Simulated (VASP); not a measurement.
Here is a VASP 6.6.1 calculation.

The input INCAR:

```
SYSTEM = BN
ALGO = Normal
EDIFF = 1E-6
ENCUT = 520
GGA = PE
ISIF = 2
ISMEAR = -1
LASPH = .True.
LCHARG = .False.
LREAL = .False.
LWAVE = .False.
NBANDS = 11
NELM = 100
PREC = Accurate
SIGMA = 0.02
```

KPOINTS

```
k-points
0
Gamma
  12 12 12
  0 0 0
```

The input POSCAR:

```
BN
1.0
    0.0000000000      1.8048254650      1.8589702290
    1.8048254650      0.0000000000      1.8589702290
    1.8048254650      1.8048254650      0.0000000000
B N
1 1
Direct
    0.0000000000      0.0000000000      0.0000000000
    0.2500000000      0.2500000000      0.2500000000
```

Potentials or basis: VASP PAW PBE potentials, release 64 (B, N).

The run is started by

```console
$ cat potpaw_PBE.64/B/POTCAR potpaw_PBE.64/N/POTCAR > POTCAR
$ mpirun -np 1 vasp_std > vasp.out
```

(1) Predict the pressure.

(2) Estimate the band gap on the k mesh.

## Answers

(1) -6.0 GPa.

(2) 4.17 eV (least direct gap 8.54 eV).

Caveat: the cell differs from its parent crystal (uniaxial z strain +3.0%); the cell stands under tension.
